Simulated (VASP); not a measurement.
# TaN in VASP: notebook

TaN is run at these levels: PBE; tasks: single point.

All numbers are computed with VASP 6.6.1; they aren't measurements. Logs are shortened: lines on timing, memory, paths and dates and some standing lists are left out, and cuts for length are marked.

## Step 1: The cell of the first run

The structure is cubic, space group Fm-3m (No. 225). Conventional cell: a = 4.358 Å, b = 4.358 Å, c = 4.358 Å, α = 90.00°, β = 90.00°, γ = 90.00°. Ta (site symmetry m-3m) has 6 N at 2.18 Å within 2.9 Å. N (site symmetry m-3m) has 6 Ta at 2.18 Å within 2.9 Å.

## Step 2: Single point, PBE

INCAR

```
ALGO = Normal
EDIFF = 1E-6
ENCUT = 520
GGA = PE
ISIF = 2
ISMEAR = -1
ISYM = 0
LASPH = True
LCHARG = False
LREAL = False
LWAVE = False
NBANDS = 15
NELM = 100
PREC = Accurate
SIGMA = 0.2
```

KPOINTS

```
Automatic mesh
0
Gamma
  7 7 7
  0.5 0.5 0.5
```

POSCAR

```
TaN
1.0
    0.0000000000      2.1790000000      2.1790000000
    2.1790000000      0.0000000000      2.1790000000
    2.1790000000      2.1790000000      0.0000000000
Ta N
1 1
Direct
    0.5000000000      0.5000000000      0.5000000000
    0.0000000000      0.0000000000      0.0000000000
```

Potentials or basis: VASP PAW PBE potentials, release 64 (Ta_pv, N).

Run with:

```sh
cat potpaw_PBE.64/Ta_pv/POTCAR potpaw_PBE.64/N/POTCAR > POTCAR
mpirun -np 1 vasp_std > vasp.out
```

OUTCAR:

```text
EDIFF = 1E-6
   ENCUT = 520
   GGA = PE
   ISIF = 2
   ISMEAR = -1
   ISYM = 0
   LASPH = True
   LREAL = False
   NELM = 100
   PREC = Accurate

 ion  position               nearest neighbor table
   1  0.500  0.500  0.500-   2 2.18   2 2.18   2 2.18   2 2.18   2 2.18   2 2.18
   2  0.000  0.000  0.000-   1 2.18   1 2.18   1 2.18   1 2.18   1 2.18   1 2.18

IMPORTANT INFORMATION: All symmetrisations will be switched off!
NOSYMM: (Re-)initialisation of all symmetry stuff for point group C_1.

----------------------------------------------------------------------------------------

                                     Primitive cell

  volume of cell :      20.6920

  direct lattice vectors                    reciprocal lattice vectors
     0.000000000  2.179000000  2.179000000    -0.229463056  0.229463056  0.229463056
     2.179000000  0.000000000  2.179000000     0.229463056 -0.229463056  0.229463056
     2.179000000  2.179000000  0.000000000     0.229463056  0.229463056 -0.229463056

  length of vectors
     3.081571352  3.081571352  3.081571352     0.397441672  0.397441672  0.397441672

  position of ions in fractional coordinates (direct lattice)
     0.500000000  0.500000000  0.500000000
     0.000000000  0.000000000  0.000000000

  ion indices of the primitive-cell ions
   primitive index   ion index
                 1           1
                 2           2

----------------------------------------------------------------------------------------

 KPOINTS: Automatic mesh

Automatic generation of k-mesh.
 Grid dimensions read from file:
 generate k-points for:    7    7    7

 Generating k-lattice:

  Cartesian coordinates                     Fractional coordinates (reciprocal lattice)
    -0.032780437  0.032780437  0.032780437     0.142857143  0.000000000  0.000000000
     0.032780437 -0.032780437  0.032780437     0.000000000  0.142857143  0.000000000
     0.032780437  0.032780437 -0.032780437     0.000000000  0.000000000  0.142857143

  Length of vectors
     0.056777382  0.056777382  0.056777382

  Shift w.r.t. Gamma in fractional coordinates (k-lattice)
     0.500000000  0.500000000  0.500000000

 Subroutine IBZKPT returns following result:
 ===========================================

 Found    688 irreducible k-points:

 Following reciprocal coordinates:
            Coordinates               Weight
  0.071429  0.071429  0.071429      2.000000
  0.071429  0.000000  0.000000      2.000000
  0.000000  0.000000 -0.071429      2.000000
  0.000000  0.071429  0.000000      2.000000
  0.214286  0.071429  0.071429      2.000000
  0.071429  0.214286  0.071429      2.000000
[... 16 lines left out ...]
  0.000000  0.285714 -0.071429      2.000000
  0.285714  0.000000 -0.071429      2.000000
 [... further k-points ...]
   k-points           NKPTS =    688   k-points in BZ     NKDIM =    688   number of bands    NBANDS=     15
   number of dos      NEDOS =    301   number of ions     NIONS =      2
   total plane-waves  NPLWV =  13824
   dimension x,y,z NGX =    24 NGY =   24 NGZ =   24
   dimension x,y,z NGXF=    48 NGYF=   48 NGZF=   48
   ions per type =               1   1
   NGX,Y,Z   is equivalent  to a cutoff of  12.95, 12.95, 12.95 a.u.
   NGXF,Y,Z  is equivalent  to a cutoff of  25.90, 25.90, 25.90 a.u.
 SYSTEM =  unknown system
   PREC   = accura    normal or accurate (medium, high low for compatibility)
   ISTART =      0    job   : 0-new  1-cont  2-samecut
   ICHARG =      2    charge: 1-file 2-atom 10-const
   ISPIN  =      1    spin polarized calculation?
   LNONCOLLINEAR =      F non collinear calculations
   LSORBIT =      F    spin-orbit coupling
   LASPH  =      T    aspherical Exc in radial PAW
   ENCUT  =  520.0 eV  38.22 Ry    6.18 a.u.   5.73  5.73  5.73*2*pi/ulx,y,z
   NELM   =    100;   NELMIN=  2; NELMDL= -5     # of ELM steps
   EDIFF  = 0.1E-05   stopping-criterion for ELM
   LREAL  =      F    real-space projection
   EDIFFG = 0.1E-04   stopping-criterion for IOM
   NSW    =      0    number of steps for IOM
   IBRION =     -1    ionic relax: 0-MD 1-quasi-New 2-CG
   NFREE  =      0    steps in history (QN), initial steepest desc. (CG)
   ISIF   =      2    stress and relaxation
   ISYM   =      0    0-nonsym 1-usesym 2-fastsym
   POTIM  = 0.5000    time-step for ionic-motion
   TEBEG  =    0.0;   TEEND  =   0.0 temperature during run
   PSTRESS=    0.0 pullay stress
   NELECT =      16.0000    total number of electrons
   NUPDOWN=      -1.0000    fix difference up-down
   EMIN   =  10.00;   EMAX   =-10.00  energy-range for DOS
   EFERMI =   0.00;   METHOD = LEGACY
   ISMEAR =    -1;   SIGMA  =   0.20  broadening in eV -4-tet -1-fermi 0-gaus
   EFERMI_NEDOS =   21; number of points for ismear=-14 and -15
   IALGO  =     38    algorithm
   IMIX   =      4    mixing-type and parameters
     AMIX     =   0.40;   BMIX     =  1.00
     AMIX_MAG =   1.60;   BMIX_MAG =  1.00
  volume/ion in A,a.u.               =      10.35        69.82
  Fermi-wavevector in a.u.,A,eV,Ry     =   1.502615  2.839530 30.719922  2.257851
  Thomas-Fermi vector in A             =   2.613832
   LORBIT       =      0    0 simple, 1 ext, 2 COOP (PROOUT), +10 PAW based schemes
   GGA     = PE    functional components
   LHFCALC =     F    Hartree Fock is set to
   AEXX    =    0.0000 exact exchange contribution
   IVDW    =     0    specifies the selected vdW correction
   LEPSILON=     F    determine dielectric tensor
   LRPA    =     F    only Hartree local field effects (RPA)
 non-spin polarized calculation
  energy-cutoff  :      520.00
  volume of cell :       20.69
 maximum number of plane-waves:       568
   NGX = 11   NGY = 11   NGZ = 11

 number of electron      16.0000000 magnetization

 Free energy of the ion-electron system (eV)
  ---------------------------------------------------
  ext. energy  EPLUGINS =         0.00000000
  ---------------------------------------------------
  free energy    TOTEN  =       -21.82886238 eV

  energy without entropy =      -21.71297135  energy(sigma->0) =      -21.77091686

 E-fermi :   9.8685     XC(G=0): -13.5888

 val. band max:        9.8104197345   @ k =  -0.2857   0.0714   0.0000
 cond. band min:       9.9224757072   @ k =   0.5000   0.3571  -0.3571
 fundamental gap:      0.1120559728
 Fermi energy:         9.8684867262

 k-point     1 :       0.0714    0.0714    0.0714
  band No.  band energies     occupation
      1     -25.9066      2.00000
      2     -25.8601      2.00000
      3     -25.8601      2.00000
      4      -9.1028      2.00000
      5       5.2975      2.00000
      6       5.5053      2.00000
      7       5.5053      2.00000
      8       7.8873      1.99990
      9       7.8873      1.99990
     10       7.9673      1.99985
     11      10.4550      0.10111
     12      10.4550      0.10111
     13      11.9878      0.00005
     14      19.6715      0.00000
     15      22.2985      0.00000

 k-point     2 :       0.0714    0.0000    0.0000
  band No.  band energies     occupation
      1     -25.9066      2.00000
      2     -25.8601      2.00000
      3     -25.8601      2.00000
      4      -9.1028      2.00000
      5       5.2975      2.00000
      6       5.5053      2.00000
      7       5.5053      2.00000
      8       7.8873      1.99990
      9       7.8873      1.99990
     10       7.9673      1.99985
     11      10.4550      0.10111
     12      10.4550      0.10111
     13      11.9878      0.00005
     14      19.6715      0.00000
     15      22.2985      0.00000

 k-point     3 :       0.0000    0.0000   -0.0714
  band No.  band energies     occupation
      1     -25.9066      2.00000
      2     -25.8601      2.00000
      3     -25.8601      2.00000
      4      -9.1028      2.00000
      5       5.2975      2.00000
      6       5.5053      2.00000
      7       5.5053      2.00000
      8       7.8873      1.99990
      9       7.8873      1.99990
     10       7.9673      1.99985
     11      10.4550      0.10111
     12      10.4550      0.10111
     13      11.9878      0.00005
     14      19.6715      0.00000
     15      22.2985      0.00000

 k-point     4 :       0.0000    0.0714    0.0000
  band No.  band energies     occupation
      1     -25.9066      2.00000
      2     -25.8601      2.00000
      3     -25.8601      2.00000
      4      -9.1028      2.00000
      5       5.2975      2.00000
      6       5.5053      2.00000
      7       5.5053      2.00000
      8       7.8873      1.99990
      9       7.8873      1.99990
     10       7.9673      1.99985
     11      10.4550      0.10111
     12      10.4550      0.10111
     13      11.9878      0.00005
     14      19.6715      0.00000
     15      22.2985      0.00000
[... 307 lines left out ...]
 k-point    22 :       0.0714   -0.2857    0.0000
  band No.  band energies     occupation
      1     -26.5120      2.00000
      2     -25.9661      2.00000
      3     -25.9055      2.00000
      4      -7.2386      2.00000
      5       0.9826      2.00000
      6       2.6894      2.00000
      7       3.1118      2.00000
      8       9.4512      1.77912
      9       9.8104      1.14416
     10      11.0683      0.00495
     11      13.8956      0.00000
     12      15.5197      0.00000
     13      15.9619      0.00000
     14      22.2336      0.00000
     15      22.4994      0.00000

 k-point    23 :       0.0000    0.2857   -0.0714
  band No.  band energies     occupation
      1     -26.5120      2.00000
      2     -25.9661      2.00000
      3     -25.9055      2.00000
      4      -7.2386      2.00000
      5       0.9826      2.00000
      6       2.6894      2.00000
      7       3.1118      2.00000
      8       9.4512      1.77912
      9       9.8104      1.14416
     10      11.0683      0.00495
     11      13.8956      0.00000
     12      15.5197      0.00000
     13      15.9619      0.00000
     14      22.2336      0.00000
     15      22.4994      0.00000

 k-point    24 :       0.2857    0.0000   -0.0714
  band No.  band energies     occupation
      1     -26.5120      2.00000
      2     -25.9661      2.00000
      3     -25.9055      2.00000
      4      -7.2386      2.00000
      5       0.9826      2.00000
      6       2.6894      2.00000
      7       3.1118      2.00000
      8       9.4512      1.77912
      9       9.8104      1.14416
     10      11.0683      0.00495
     11      13.8956      0.00000
     12      15.5197      0.00000
     13      15.9619      0.00000
     14      22.2336      0.00000
     15      22.4994      0.00000

 [... further k-points ...]

------------------------ aborting loop because EDIFF is reached ----------------------------------------

  FORCE on cell =-STRESS in cart. coord.  units (eV):
  Direction    XX          YY          ZZ          XY          YZ          ZX
  --------------------------------------------------------------------------------------
  -------------------------------------------------------------------------------------
  Total        2.0987285      2.0987245      2.0987252      0.0000004      0.0000009     -0.0000008
  in kB      162.5044086    162.5041005    162.5041527      0.0000314      0.0000670     -0.0000656
  external PRESSURE =     162.5042206 kB  Pullay stress =       0.0000000 kB

 VOLUME and BASIS-vectors are now :
 -----------------------------------------------------------------------------
  energy-cutoff  :      520.00
  volume of cell :       20.69
      direct lattice vectors                 reciprocal lattice vectors
     0.000000000  2.179000000  2.179000000    -0.229463056  0.229463056  0.229463056
     2.179000000  0.000000000  2.179000000     0.229463056 -0.229463056  0.229463056
     2.179000000  2.179000000  0.000000000     0.229463056  0.229463056 -0.229463056

 POSITION                                       TOTAL-FORCE (eV/Angst)
 -----------------------------------------------------------------------------------
      2.17900      2.17900      2.17900        -0.000000      0.000000      0.000000
      0.00000      0.00000      0.00000         0.000000     -0.000000     -0.000000
 -----------------------------------------------------------------------------------
    total drift:                               -0.000000      0.000000     -0.000000

  FREE ENERGIE OF THE ION-ELECTRON SYSTEM (eV)
  ---------------------------------------------------
  free  energy   TOTEN  =       -21.8288623800 eV

  energy  without entropy=      -21.7129713468  energy(sigma->0) =      -21.77091686
```

Run time: 84 s. Hardware: 1 thread of Intel Xeon Platinum 8375C at 2.90GHz (Ice Lake), shared host; peak memory 0.32 GiB.

What came out:

* Free energy: -21.8289 eV
* Pressure: 16.3 GPa
* Band gap on the k mesh: zero (band 8 reaches 11.85 eV, above the bottom of band 9 at 7.89 eV)

Levels at points of the mesh, in eV from the Fermi level:
```
           k point  band 5  band 6  band 7  band 8  band 9  band 10  band 11  band 12
(0.50, 0.50, 0.50)  -10.61   -7.79   -7.79    1.98    1.98     2.07     3.90     7.82
(0.50, 0.00, 0.00)  -10.61   -7.79   -7.79    1.98    1.98     2.07     3.90     7.82
(0.00, 0.00, 0.50)  -10.61   -7.79   -7.79    1.98    1.98     2.07     3.90     7.82
(0.00, 0.50, 0.00)  -10.61   -7.79   -7.79    1.98    1.98     2.07     3.90     7.82
```

Caveat: spin-orbit coupling is left out, which moves the levels of the heavy elements.

(Continued in part 2 of 2.)
